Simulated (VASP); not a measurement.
# Pb (P6/mmm) in VASP: a series of runs, part 2 of 2

VASP 6.6.1. The steps go on from the part before.

### 4 Single point, PBEsol (31.38 Å³/atom)

This run uses another cell than the first one, of 31.38 Å³/atom.

File INCAR:

```
PREC     = Accurate       # precision mode
ENCUT    = 520            # plane-wave cutoff, eV
EDIFF    = 1E-6           # SCF threshold, eV
ISMEAR   = -1             # smearing method
SIGMA    = 0.1            # smearing width, eV
LREAL    = F              # projectors in reciprocal space
LASPH    = T              # aspherical terms in the spheres
NELM     = 60             # most SCF steps
ALGO     = Normal         # electronic algorithm
ISIF     = 2              # what is computed and relaxed
LWAVE    = F              # write WAVECAR
LCHARG   = F              # write CHGCAR
GGA      = PS             # functional
NBANDS   = 28             # bands
```

File KPOINTS:

```
Automatic mesh
0
Gamma
  8 8 11
```

File POSCAR:

```
Pb
1.0
    5.6348984998      0.0000000000      0.0000000000
   -2.8174492499      4.8799652486      0.0000000000
    0.0000000000      0.0000000000      3.4231505334
Pb
3
Direct
    1.0000000000      1.0000000000      0.0000000000
    0.3333333333      0.6666666667      0.5000000000
    0.6666666667      0.3333333333      0.5000000000
```

Run with:

```sh
$ cat potpaw_PBE.64/Pb_d/POTCAR > POTCAR
$ mpirun -np 1 vasp_std > vasp.out
```

It took 2.3 min on 1 thread of Intel Xeon 8259CL, shared host; peak memory 0.28 GiB.

Results (log left out):

```
Free energy            : -11.8775 eV
Pressure               : -1.7 GPa
Band gap on the k mesh : zero (bands 21 and 22 overlap by 3.56 eV)
```

Stress tensor (GPa, compression positive):
```
-1.40  0.00  0.00
 0.00 -1.40  0.00
 0.00  0.00 -2.20
```

Levels at points of the mesh, in eV from the Fermi level:
```tsv
k point	band 19	band 20	band 21	band 22	band 23	band 24
(0.00, 0.00, 0.00)	-2.03	-2.03	-1.92	-1.92	2.88	6.78
(0.50, 0.00, 0.00)	-3.90	0.54	0.62	2.89	3.19	3.91
```

Caveat: the PAW data sets were made with another functional, which shifts forces and pressure a little; spin-orbit coupling is left out, which moves the levels of the heavy elements.

### 5 Single point, PBEsol (32.58 Å³/atom)

This run uses another cell than the first one, of 32.58 Å³/atom.

File INCAR:

```
SYSTEM = Pb
PREC = Accurate
ENCUT = 520
EDIFF = 1E-6
ISMEAR = -1
SIGMA = 0.1
LREAL = .False.
LASPH = .True.
NELM = 60
ALGO = Normal
ISIF = 2
LWAVE = .False.
LCHARG = .False.
GGA = PS
NBANDS = 28
```

File KPOINTS:

```
Automatic mesh
0
Gamma
  8 8 11
  0 0 0
```

File POSCAR:

```
Pb
1.0
    5.7062339018      0.0000000000      0.0000000000
   -2.8531169509      4.9417435189      0.0000000000
    0.0000000000      0.0000000000      3.4664861533
Pb
3
Direct
    1.0000000000      1.0000000000      0.0000000000
    0.3333333333      0.6666666667      0.5000000000
    0.6666666667      0.3333333333      0.5000000000
```

Potentials or basis: VASP PAW PBE potentials, release 64 (Pb_d).

Run with:

```sh
$ cat potpaw_PBE.64/Pb_d/POTCAR > POTCAR
$ mpirun -np 1 vasp_std > vasp.out
```

OUTCAR:

```text
SYSTEM = Pb
   PREC = Accurate
   ENCUT = 520
   EDIFF = 1E-6
   ISMEAR = -1
   LREAL = .False.
   LASPH = .True.
   NELM = 60
   ISIF = 2
   GGA = PS

 ion  position               nearest neighbor table
   1  0.000  0.000  0.000-   2 3.72   3 3.72   2 3.72   3 3.72   3 3.72   3 3.72   2 3.72   2 3.72
                             3 3.72   3 3.72   2 3.72   2 3.72
   2  0.333  0.667  0.500-   3 3.29   3 3.29   3 3.29   1 3.72   1 3.72   1 3.72   1 3.72   1 3.72
                             1 3.72
   3  0.667  0.333  0.500-   2 3.29   2 3.29   2 3.29   1 3.72   1 3.72   1 3.72   1 3.72   1 3.72
                             1 3.72

  LATTYP: Found a hexagonal cell.
 ALAT       =     5.7062339018
 C/A-ratio  =     0.6074910726

  Lattice vectors:

 A1 = (   5.7062339018,   0.0000000000,   0.0000000000)
 A2 = (  -2.8531169509,   4.9417435189,   0.0000000000)
 A3 = (   0.0000000000,   0.0000000000,   3.4664861533)

Analysis of symmetry for initial positions (statically):
=====================================================================
 Subroutine PRICEL returns:
 Original cell was already a primitive cell.

 Routine SETGRP: Setting up the symmetry group for a
 hexagonal supercell.

[... 162 lines left out ...]
  ---------------------------------------------------
  free energy    TOTEN  =       -11.82610067 eV

  energy without entropy =      -11.78503761  energy(sigma->0) =      -11.80556914

 E-fermi :   6.2781     XC(G=0):  -9.9943

 val. band max:        6.2576915115   @ k =   0.0000   0.0000   0.4545
 cond. band min:       6.2908994115   @ k =   0.1250   0.0000   0.3636
 fundamental gap:      0.0332079000
 Fermi energy:         6.2781165473

 k-point     1 :       0.0000    0.0000    0.0000
  band No.  band energies     occupation
      1     -10.8360      2.00000
      2     -10.7002      2.00000
      3     -10.6891      2.00000
      4     -10.6891      2.00000
      5     -10.6354      2.00000
      6     -10.6354      2.00000
[... 733 lines left out ...]
     27      10.6980      0.00000
     28      13.4061      0.00000

 [... further k-points ...]
[... 5 lines left out ...]
  --------------------------------------------------------------------------------------
  -------------------------------------------------------------------------------------
  Total       -1.7164796     -1.7164796     -2.0735112      0.0000000     -0.0000000      0.0000000
  in kB      -28.1339039    -28.1339039    -33.9858177      0.0000000     -0.0000000      0.0000000
  external PRESSURE =     -30.0845418 kB  Pullay stress =       0.0000000 kB

 VOLUME and BASIS-vectors are now :
 -----------------------------------------------------------------------------
  energy-cutoff  :      520.00
  volume of cell :       97.75
      direct lattice vectors                 reciprocal lattice vectors
     5.706233902  0.000000000  0.000000000     0.175246935  0.101178865  0.000000000
    -2.853116951  4.941743519  0.000000000     0.000000000  0.202357730  0.000000000
     0.000000000  0.000000000  3.466486153     0.000000000  0.000000000  0.288476560

 POSITION                                       TOTAL-FORCE (eV/Angst)
 -----------------------------------------------------------------------------------
      0.00000      0.00000      0.00000        -0.000000      0.000000      0.000000
     -0.00000      3.29450      1.73324        -0.000000      0.000000     -0.000000
      2.85312      1.64725      1.73324         0.000000     -0.000000      0.000000
 -----------------------------------------------------------------------------------
    total drift:                                0.000000      0.000000     -0.000000

  FREE ENERGIE OF THE ION-ELECTRON SYSTEM (eV)
  ---------------------------------------------------
  free  energy   TOTEN  =       -11.8261006673 eV

  energy  without entropy=      -11.7850376132  energy(sigma->0) =      -11.80556914
```

Wall time 2.8 min (1 thread of Intel Xeon 8259CL, shared host); peak memory 0.28 GiB.

What came out:

```yaml
Free_energy: -11.8261 eV
Pressure: -3.0 GPa
Band_gap_on_the_k_mesh: zero (bands 21 and 22 overlap by 3.44 eV)
```

Caveat: the cell stands under tension; the PAW data sets were made with another functional, which shifts forces and pressure a little; spin-orbit coupling is left out, which moves the levels of the heavy elements.

### 6 Single point, PBEsol (33.79 Å³/atom)

This run uses another cell than the first one, of 33.79 Å³/atom.

File INCAR:

```
SYSTEM = Pb
  PREC = Accurate
  ENCUT = 520
  EDIFF = 1E-6
  ISMEAR = -1
  SIGMA = 0.1
  LREAL = .FALSE.
  LASPH = .TRUE.
  NELM = 60
  ALGO = Normal
  ISIF = 2
  LWAVE = .FALSE.
  LCHARG = .FALSE.
  GGA = PS
  NBANDS = 28
```

File KPOINTS:

```
regular mesh
0
G
  8 8 11
  0 0 0
```

File POSCAR:

```
Pb
1.0
    5.7758289790      0.0000000000      0.0000000000
   -2.8879144895      5.0020146238      0.0000000000
    0.0000000000      0.0000000000      3.5087645414
Pb
3
Direct
    1.0000000000      1.0000000000      0.0000000000
    0.3333333333      0.6666666667      0.5000000000
    0.6666666667      0.3333333333      0.5000000000
```

Potentials or basis: VASP PAW PBE potentials, release 64 (Pb_d).

Run with:

```sh
$ cat potpaw_PBE.64/Pb_d/POTCAR > POTCAR
$ mpirun -np 1 vasp_std > vasp.out
```

Wall time 2.5 min (1 thread of Intel Xeon 8259CL, shared host); peak memory 0.31 GiB.

Results (log left out):

| Quantity | Value |
| --- | --- |
| Free energy | -11.7476 eV |
| Pressure | -4.1 GPa |
| Band gap on the k mesh | zero (bands 21 and 22 overlap by 3.32 eV) |

Stress tensor (GPa, compression positive):
```
-3.93  0.00  0.00
 0.00 -3.93  0.00
 0.00  0.00 -4.33
```

Levels at points of the mesh, in eV from the Fermi level:
```csv
k point,band 17,band 18,band 19,band 20,band 21,band 22,band 23,band 24,band 25,band 26
"(0.00, 0.00, 0.00)",-7.50,-7.08,-1.85,-1.85,-1.73,-1.73,2.74,6.51,6.81,6.82
"(0.50, 0.00, 0.00)",-9.60,-7.83,-3.57,0.39,0.47,2.72,3.05,3.67,4.36,4.46
```

Caveat: the cell stands under tension; the PAW data sets were made with another functional, which shifts forces and pressure a little; spin-orbit coupling is left out, which moves the levels of the heavy elements.

### 7 Overview

| cell | gap on the mesh (eV) | pressure (GPa) |
| --- | --- | --- |
| a = 5.487, b = 5.487, c = 3.333 Å, angles 90.0, 90.0, 120.0°, 3 atoms | none | 2.1 |
| a = 5.562, b = 5.562, c = 3.379 Å, angles 90.0, 90.0, 120.0°, 3 atoms | none | 0.0 |
| a = 5.635, b = 5.635, c = 3.423 Å, angles 90.0, 90.0, 120.0°, 3 atoms | none | -1.7 |
| a = 5.706, b = 5.706, c = 3.466 Å, angles 90.0, 90.0, 120.0°, 3 atoms | none | -3.0 |
| a = 5.776, b = 5.776, c = 3.509 Å, angles 90.0, 90.0, 120.0°, 3 atoms | none | -4.1 |

Alike in all rows: task single point; level PBEsol; potentials or basis VASP PAW PBE potentials, release 64 (Pb_d); no spin polarisation; k mesh 8 × 8 × 11; cutoff (eV) 520; smearing fermi-dirac 0.1 eV.

Caveats: the PAW data sets were made with another functional, which shifts forces and pressure a little; spin-orbit coupling is left out, which moves the levels of the heavy elements; the cell stands under tension (at least some runs).

Total energies depend on the potentials used, so only differences within one code and one set of settings carry meaning.
